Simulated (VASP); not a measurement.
# La (P6_3/mmc) in VASP: a series of runs

Runs on La. Level: PBE. Tasks: single point.

Everything below comes from runs of VASP 6.6.1. Logs are shortened: lines on timing, memory, paths and dates and some standing lists are left out, and cuts for length are marked.

### 1 The cell of the first run

The structure is hexagonal, space group P6_3/mmc (No. 194). Conventional cell: a = 3.833 Å, b = 3.833 Å, c = 6.189 Å, α = 90.00°, β = 90.00°, γ = 120.00°. La (site symmetry -6m2) has 12 La at 3.80 to 3.83 Å within 5.0 Å.

### 2 Single point, PBE (volume scaled by 1.04)

File INCAR:

```
PREC = Accurate ; ENCUT = 520
EDIFF = 1E-7 ; ISMEAR = -1
SIGMA = 0.1 ; LREAL = F
LASPH = T ; NELM = 80
ALGO = Normal ; ISIF = 2
LWAVE = F ; LCHARG = T
GGA = PE ; LELF = T
LVHAR = T ; NBANDS = 18
```

File KPOINTS:

```
Automatic mesh
0
Gamma
  16 16 9
```

File POSCAR:

```
La
1.0
    3.8331572019      0.0000000000      0.0000000000
   -1.9165786009      3.3196115136      0.0000000000
    0.0000000000      0.0000000000      6.1894122498
La
2
Direct
    0.3333333333      0.6666666667      0.2500000000
    0.6666666667      0.3333333333      0.7500000000
```

Potentials or basis: VASP PAW PBE potentials, release 64 (La).

Command:

```console
cat potpaw_PBE.64/La/POTCAR > POTCAR
mpirun -np 1 vasp_std > vasp.out
```

OUTCAR:

```text
PREC = Accurate
   ENCUT = 520
   EDIFF = 1E-7
   ISMEAR = -1
   LREAL = F
   LASPH = T
   NELM = 80
   ISIF = 2
   GGA = PE

 ion  position               nearest neighbor table
   1  0.333  0.667  0.250-
   2  0.667  0.333  0.750-

  LATTYP: Found a hexagonal cell.
 ALAT       =     3.8331572019
 C/A-ratio  =     1.6147034739

  Lattice vectors:

 A1 = (   3.8331572019,   0.0000000000,   0.0000000000)
 A2 = (  -1.9165786009,   3.3196115136,   0.0000000000)
 A3 = (   0.0000000000,   0.0000000000,   6.1894122498)

Analysis of symmetry for initial positions (statically):
=====================================================================
 Subroutine PRICEL returns:
 Original cell was already a primitive cell.

 Routine SETGRP: Setting up the symmetry group for a
 hexagonal supercell.

 Subroutine GETGRP returns: Found 24 space group operations
 (whereof 12 operations were pure point group operations)
 out of a pool of 24 trial point group operations.

The static configuration has the point symmetry D_3d.
 The point group associated with its full space group is D_6h.

Analysis of symmetry for dynamics (positions and initial velocities):
=====================================================================
 Subroutine PRICEL returns:
 Original cell was already a primitive cell.

 Routine SETGRP: Setting up the symmetry group for a
 hexagonal supercell.

 Subroutine GETGRP returns: Found 24 space group operations
 (whereof 12 operations were pure point group operations)
 out of a pool of 24 trial point group operations.

The dynamic configuration has the point symmetry D_3d.
 The point group associated with its full space group is D_6h.

 Subroutine INISYM returns: Found 24 space group operations
 (whereof 12 operations are pure point group operations),
 and found     1 'primitive' translations

----------------------------------------------------------------------------------------

                                     Primitive cell

  volume of cell :      78.7578

  direct lattice vectors                    reciprocal lattice vectors
     3.833157202  0.000000000  0.000000000     0.260881552  0.150620034  0.000000000
    -1.916578601  3.319611514  0.000000000     0.000000000  0.301240069  0.000000000
     0.000000000  0.000000000  6.189412250     0.000000000  0.000000000  0.161566229

  length of vectors
     3.833157202  3.833157202  6.189412250     0.301240069  0.301240069  0.161566229

  position of ions in fractional coordinates (direct lattice)
     0.333333333  0.666666667  0.250000000
     0.666666667  0.333333333  0.750000000

  ion indices of the primitive-cell ions
   primitive index   ion index
                 1           1
                 2           2

----------------------------------------------------------------------------------------

 KPOINTS: Automatic mesh

Automatic generation of k-mesh.
 Grid dimensions read from file:
 generate k-points for:   16   16    9

 Generating k-lattice:

  Cartesian coordinates                     Fractional coordinates (reciprocal lattice)
     0.016305097  0.009413752  0.000000000     0.062500000  0.000000000  0.000000000
     0.000000000  0.018827504  0.000000000     0.000000000  0.062500000  0.000000000
     0.000000000  0.000000000  0.017951803     0.000000000  0.000000000  0.111111111

  Length of vectors
     0.018827504  0.018827504  0.017951803

  Shift w.r.t. Gamma in fractional coordinates (k-lattice)
     0.000000000  0.000000000  0.000000000

 Subroutine IBZKPT returns following result:
 ===========================================

 Found    150 irreducible k-points:

 Following reciprocal coordinates:
            Coordinates               Weight
  0.000000  0.000000  0.000000      1.000000
  0.062500  0.000000  0.000000      6.000000
  0.125000  0.000000  0.000000      6.000000
  0.187500  0.000000  0.000000      6.000000
  0.250000  0.000000  0.000000      6.000000
  0.312500  0.000000  0.000000      6.000000
[... 16 lines left out ...]
  0.187500  0.187500  0.000000      6.000000
  0.250000  0.187500  0.000000     12.000000
 [... further k-points ...]
   k-points           NKPTS =    150   k-points in BZ     NKDIM =    150   number of bands    NBANDS=     18
   number of dos      NEDOS =    301   number of ions     NIONS =      2
   total plane-waves  NPLWV =  43200
   dimension x,y,z NGX =    30 NGY =   30 NGZ =   48
   dimension x,y,z NGXF=    60 NGYF=   60 NGZF=   96
   ions per type =               2
   NGX,Y,Z   is equivalent  to a cutoff of  13.01, 13.01, 12.89 a.u.
   NGXF,Y,Z  is equivalent  to a cutoff of  26.02, 26.02, 25.79 a.u.
 SYSTEM =  unknown system
   PREC   = accura    normal or accurate (medium, high low for compatibility)
   ISTART =      0    job   : 0-new  1-cont  2-samecut
   ICHARG =      2    charge: 1-file 2-atom 10-const
   ISPIN  =      1    spin polarized calculation?
   LNONCOLLINEAR =      F non collinear calculations
   LSORBIT =      F    spin-orbit coupling
   LASPH  =      T    aspherical Exc in radial PAW
   ENCUT  =  520.0 eV  38.22 Ry    6.18 a.u.   7.13  7.13 11.51*2*pi/ulx,y,z
   NELM   =     80;   NELMIN=  2; NELMDL= -5     # of ELM steps
   EDIFF  = 0.1E-06   stopping-criterion for ELM
   LREAL  =      F    real-space projection
   EDIFFG = 0.1E-05   stopping-criterion for IOM
   NSW    =      0    number of steps for IOM
   IBRION =     -1    ionic relax: 0-MD 1-quasi-New 2-CG
   NFREE  =      0    steps in history (QN), initial steepest desc. (CG)
   ISIF   =      2    stress and relaxation
   ISYM   =      2    0-nonsym 1-usesym 2-fastsym
   POTIM  = 0.5000    time-step for ionic-motion
   TEBEG  =    0.0;   TEEND  =   0.0 temperature during run
   PSTRESS=    0.0 pullay stress
   NELECT =      22.0000    total number of electrons
   NUPDOWN=      -1.0000    fix difference up-down
   EMIN   =  10.00;   EMAX   =-10.00  energy-range for DOS
   EFERMI =   0.00;   METHOD = LEGACY
   ISMEAR =    -1;   SIGMA  =   0.10  broadening in eV -4-tet -1-fermi 0-gaus
   EFERMI_NEDOS =   21; number of points for ismear=-14 and -15
   IALGO  =     38    algorithm
   IMIX   =      4    mixing-type and parameters
     AMIX     =   0.40;   BMIX     =  1.00
     AMIX_MAG =   1.60;   BMIX_MAG =  1.00
  volume/ion in A,a.u.               =      39.38       265.74
  Fermi-wavevector in a.u.,A,eV,Ry     =   1.070166  2.022321 15.582154  1.145256
  Thomas-Fermi vector in A             =   2.205868
   LORBIT       =      0    0 simple, 1 ext, 2 COOP (PROOUT), +10 PAW based schemes
   GGA     = PE    functional components
   LHFCALC =     F    Hartree Fock is set to
   AEXX    =    0.0000 exact exchange contribution
   IVDW    =     0    specifies the selected vdW correction
   LEPSILON=     F    determine dielectric tensor
   LRPA    =     F    only Hartree local field effects (RPA)
 non-spin polarized calculation
  energy-cutoff  :      520.00
  volume of cell :       78.76
 maximum number of plane-waves:      2140
 NGX is ok and might be reduce to    30
   NGX = 15   NGY = 15   NGZ = 23

 number of electron      22.0000003 magnetization

 Free energy of the ion-electron system (eV)
  ---------------------------------------------------
  ext. energy  EPLUGINS =         0.00000000
  ---------------------------------------------------
  free energy    TOTEN  =        -9.76902347 eV

  energy without entropy =       -9.63635418  energy(sigma->0) =       -9.70268882

 E-fermi :   7.3029     XC(G=0):  -9.3263

 val. band max:        7.3010713839   @ k =   0.4375   0.0625   0.2222
 cond. band min:       7.3051662750   @ k =   0.5000   0.0000   0.2222
 fundamental gap:      0.0040948910
 Fermi energy:         7.3028598242

 k-point     1 :       0.0000    0.0000    0.0000
  band No.  band energies     occupation
      1     -25.6311      2.00000
      2     -25.4699      2.00000
      3      -9.8993      2.00000
      4      -8.8988      2.00000
      5      -8.8988      2.00000
      6      -8.7405      2.00000
[... 10 lines left out ...]
     17       8.9052      0.00000
     18       8.9140      0.00000

 k-point     2 :       0.0625    0.0000    0.0000
  band No.  band energies     occupation
      1     -25.6261      2.00000
      2     -25.4676      2.00000
      3      -9.8853      2.00000
      4      -8.9342      2.00000
      5      -8.9100      2.00000
      6      -8.7772      2.00000
[... 10 lines left out ...]
     17       8.9240      0.00000
     18       8.9918      0.00000

 k-point     3 :       0.1250    0.0000    0.0000
  band No.  band energies     occupation
      1     -25.6117      2.00000
      2     -25.4610      2.00000
      3      -9.8443      2.00000
      4      -9.0343      2.00000
      5      -8.9411      2.00000
      6      -8.8792      2.00000
[... 10 lines left out ...]
     17       8.9048      0.00000
     18       8.9616      0.00000

 k-point     4 :       0.1875    0.0000    0.0000
  band No.  band energies     occupation
      1     -25.5895      2.00000
      2     -25.4517      2.00000
      3      -9.7792      2.00000
      4      -9.1821      2.00000
      5      -9.0254      2.00000
      6      -8.9856      2.00000
[... 10 lines left out ...]
     17       8.9791      0.00000
     18       8.9888      0.00000

 k-point     5 :       0.2500    0.0000    0.0000
  band No.  band energies     occupation
      1     -25.5623      2.00000
      2     -25.4415      2.00000
      3      -9.6950      2.00000
      4      -9.3533      2.00000
      5      -9.1893      2.00000
      6      -9.0358      2.00000
[... 10 lines left out ...]
     17       9.0199      0.00000
     18       9.0393      0.00000

 k-point     6 :       0.3125    0.0000    0.0000
  band No.  band energies     occupation
      1     -25.5334      2.00000
      2     -25.4327      2.00000
      3      -9.5989      2.00000
      4      -9.5207      2.00000
      5      -9.3455      2.00000
      6      -9.0842      2.00000
[... 10 lines left out ...]
     17       9.0037      0.00000
     18       9.0496      0.00000

 k-point     7 :       0.3750    0.0000    0.0000
  band No.  band energies     occupation
      1     -25.5067      2.00000
      2     -25.4273      2.00000
      3      -9.6595      2.00000
      4      -9.5015      2.00000
      5      -9.4728      2.00000
      6      -9.1240      2.00000
[... 10 lines left out ...]
     17       9.0191      0.00000
     18       9.0701      0.00000

 k-point     8 :       0.4375   -0.0000    0.0000
  band No.  band energies     occupation
      1     -25.4866      2.00000
      2     -25.4258      2.00000
      3      -9.7506      2.00000
      4      -9.5555      2.00000
      5      -9.4202      2.00000
      6      -9.1500      2.00000
[... 10 lines left out ...]
     17       9.0421      0.00000
     18       9.0917      0.00000
[... 229 lines left out ...]
     17       9.0689      0.00000
     18       9.0803      0.00000

 k-point    20 :       0.3125    0.1250    0.0000
  band No.  band energies     occupation
      1     -25.4986      2.00000
      2     -25.4262      2.00000
      3      -9.6329      2.00000
      4      -9.4766      2.00000
      5      -9.4710      2.00000
      6      -9.1754      2.00000
[... 10 lines left out ...]
     17       9.0539      0.00000
     18       9.0779      0.00000

 k-point    21 :       0.3750    0.1250    0.0000
  band No.  band energies     occupation
      1     -25.4792      2.00000
      2     -25.4257      2.00000
      3      -9.7158      2.00000
      4      -9.5306      2.00000
      5      -9.3890      2.00000
      6      -9.2196      2.00000
[... 10 lines left out ...]
     17       9.0456      0.00000
     18       9.0685      0.00000

 k-point    22 :       0.4375    0.1250    0.0000
  band No.  band energies     occupation
      1     -25.4714      2.00000
      2     -25.4265      2.00000
      3      -9.7446      2.00000
      4      -9.5494      2.00000
      5      -9.3530      2.00000
      6      -9.2350      2.00000
[... 10 lines left out ...]
     17       9.0426      0.00000
     18       9.0858      0.00000

 k-point    23 :       0.1875    0.1875    0.0000
  band No.  band energies     occupation
      1     -25.5265      2.00000
      2     -25.4309      2.00000
      3      -9.5755      2.00000
      4      -9.4359      2.00000
      5      -9.4248      2.00000
      6      -9.0952      2.00000
[... 10 lines left out ...]
     17       9.0800      0.00000
     18       9.1143      0.00000

 k-point    24 :       0.2500    0.1875    0.0000
  band No.  band energies     occupation
      1     -25.5013      2.00000
      2     -25.4264      2.00000
      3      -9.5569      2.00000
      4      -9.4824      2.00000
      5      -9.4780      2.00000
      6      -9.1752      2.00000
[... 10 lines left out ...]
     17       9.1049      0.00000
     18       9.1204      0.00000

 [... further k-points ...]
[... 5 lines left out ...]
  --------------------------------------------------------------------------------------
  -------------------------------------------------------------------------------------
  Total       -0.4316904     -0.4316904     -0.5003515     -0.0000000      0.0000000      0.0000000
  in kB       -8.7819230     -8.7819230    -10.1787038     -0.0000000      0.0000000      0.0000000
  external PRESSURE =      -9.2475166 kB  Pullay stress =       0.0000000 kB

 VOLUME and BASIS-vectors are now :
 -----------------------------------------------------------------------------
  energy-cutoff  :      520.00
  volume of cell :       78.76
      direct lattice vectors                 reciprocal lattice vectors
     3.833157202  0.000000000  0.000000000     0.260881552  0.150620034  0.000000000
    -1.916578601  3.319611514  0.000000000     0.000000000  0.301240069  0.000000000
     0.000000000  0.000000000  6.189412250     0.000000000  0.000000000  0.161566229

 POSITION                                       TOTAL-FORCE (eV/Angst)
 -----------------------------------------------------------------------------------
     -0.00000      2.21307      1.54735         0.000000      0.000000      0.000000
      1.91658      1.10654      4.64206        -0.000000      0.000000      0.000000
 -----------------------------------------------------------------------------------
    total drift:                               -0.000000      0.000000     -0.000000

  FREE ENERGIE OF THE ION-ELECTRON SYSTEM (eV)
  ---------------------------------------------------
  free  energy   TOTEN  =        -9.7690234655 eV

  energy  without entropy=       -9.6363541815  energy(sigma->0) =       -9.70268882
```

It took 2.5 min on 1 thread of Intel Xeon 6975P-C (Granite Rapids), shared host; peak memory 0.34 GiB.

Results:

| Quantity | Value |
| --- | --- |
| Free energy | -9.7690 eV |
| Pressure | -0.9 GPa |
| Band gap on the k mesh | zero (band 11 reaches 8.40 eV, above the bottom of band 12 at 7.01 eV) |

Stress tensor (GPa, compression positive):
```
-0.88  0.00  0.00
 0.00 -0.88  0.00
 0.00  0.00 -1.02
```

Caveat: spin-orbit coupling is left out, which moves the levels of the heavy elements.

### 3 Single point, PBE (volume scaled by 1.08)

File INCAR:

```
SYSTEM = La
PREC = Accurate
ENCUT = 520
EDIFF = 1E-7
ISMEAR = -1
SIGMA = 0.1
LREAL = .FALSE.
LASPH = .TRUE.
NELM = 60
ALGO = Normal
ISIF = 2
LWAVE = .FALSE.
LCHARG = .FALSE.
GGA = PE
NBANDS = 18
```

File KPOINTS:

```
regular mesh
0
G
  16 16 9
  0 0 0
```

File POSCAR:

```
La
1.0
    3.8816833306      0.0000000000      0.0000000000
   -1.9408416653      3.3616363738      0.0000000000
    0.0000000000      0.0000000000      6.2677675584
La
2
Direct
    0.3333333333      0.6666666667      0.2500000000
    0.6666666667      0.3333333333      0.7500000000
```

Potentials or basis: VASP PAW PBE potentials, release 64 (La).

Command:

```console
cat potpaw_PBE.64/La/POTCAR > POTCAR
mpirun -np 1 vasp_std > vasp.out
```

Run time: 2.7 min. Hardware: 1 thread of Intel Xeon 6975P-C (Granite Rapids), shared host; peak memory 0.36 GiB.

Results (log left out):

| Item | Value |
| --- | --- |
| Free energy | -9.7438 eV |
| Pressure | -1.8 GPa |
| Band gap on the k mesh | zero (band 11 reaches 8.04 eV, above the bottom of band 12 at 6.70 eV) |

Stress tensor (GPa, compression positive):
```
-1.69  0.00  0.00
 0.00 -1.69  0.00
 0.00  0.00 -1.92
```

Levels at points of the mesh, in eV from the Fermi level:
| k point | band 7 | band 8 | band 9 | band 10 | band 11 | band 12 | band 13 | band 14 | band 15 | band 16 |
| --- | --- | --- | --- | --- | --- | --- | --- | --- | --- | --- |
| (0.00, 0.00, 0.00) | -16.16 | -16.14 | -3.20 | -1.63 | 1.07 | 1.27 | 1.27 | 1.42 | 1.49 | 1.50 |
| (0.50, 0.00, 0.00) | -16.40 | -16.29 | -1.37 | -1.13 | -0.98 | 0.92 | 1.16 | 1.19 | 1.38 | 1.65 |

Caveat: spin-orbit coupling is left out, which moves the levels of the heavy elements.

### 4 Single point, PBE (volume scaled by 1.12)

File INCAR:

```
SYSTEM = La
ALGO = Normal
EDIFF = 1E-6
ENCUT = 520
GGA = PE
ISIF = 2
ISMEAR = -1
LASPH = .True.
LCHARG = .False.
LREAL = .False.
LWAVE = .False.
NBANDS = 18
NELM = 60
PREC = Accurate
SIGMA = 0.1
```

File KPOINTS:

```
k-points
0
Gamma
  16 16 9
  0 0 0
```

File POSCAR:

```
La
1.0
    3.9290255980      0.0000000000      0.0000000000
   -1.9645127990      3.4026359800      0.0000000000
    0.0000000000      0.0000000000      6.3442112820
La
2
Direct
    0.3333333333      0.6666666667      0.2500000000
    0.6666666667      0.3333333333      0.7500000000
```

Command:

```console
cat potpaw_PBE.64/La/POTCAR > POTCAR
mpirun -np 1 vasp_std > vasp.out
```

Wall time 2.2 min (1 thread of Intel Xeon 6975P-C (Granite Rapids), shared host); peak memory 0.36 GiB.

It converged, with:

```yaml
Free_energy: -9.7038 eV
Pressure: -2.5 GPa
Band_gap_on_the_k_mesh: zero (band 11 reaches 7.70 eV, above the bottom of band 12 at 6.40 eV)
```

Stress tensor (GPa, compression positive):
```
-2.41  0.00  0.00
 0.00 -2.41  0.00
 0.00  0.00 -2.70
```

Levels at points of the mesh, in eV from the Fermi level:
```csv
k point,band 8,band 9,band 10,band 11,band 12,band 13,band 14,band 15
"(0.00, 0.00, 0.00)",-16.25,-3.20,-1.59,1.05,1.25,1.25,1.37,1.40
"(0.50, 0.00, 0.00)",-16.39,-1.29,-1.13,-0.93,0.82,1.10,1.17,1.32
```

Caveat: spin-orbit coupling is left out, which moves the levels of the heavy elements.

### 5 Overview

```csv
cell,gap on the mesh (eV),pressure (GPa)
"a = 3.833, b = 3.833, c = 6.189 Å, angles 90.0, 90.0, 120.0°, 2 atoms",none,-0.9
"a = 3.882, b = 3.882, c = 6.268 Å, angles 90.0, 90.0, 120.0°, 2 atoms",none,-1.8
"a = 3.929, b = 3.929, c = 6.344 Å, angles 90.0, 90.0, 120.0°, 2 atoms",none,-2.5
```

Alike in all rows: task single point; level PBE; potentials or basis VASP PAW PBE potentials, release 64 (La); no spin polarisation; k mesh 16 × 16 × 9; cutoff (eV) 520; smearing fermi-dirac 0.1 eV.

Caveats: spin-orbit coupling is left out, which moves the levels of the heavy elements.

Total energies depend on the potentials used, so only differences within one code and one set of settings carry meaning.
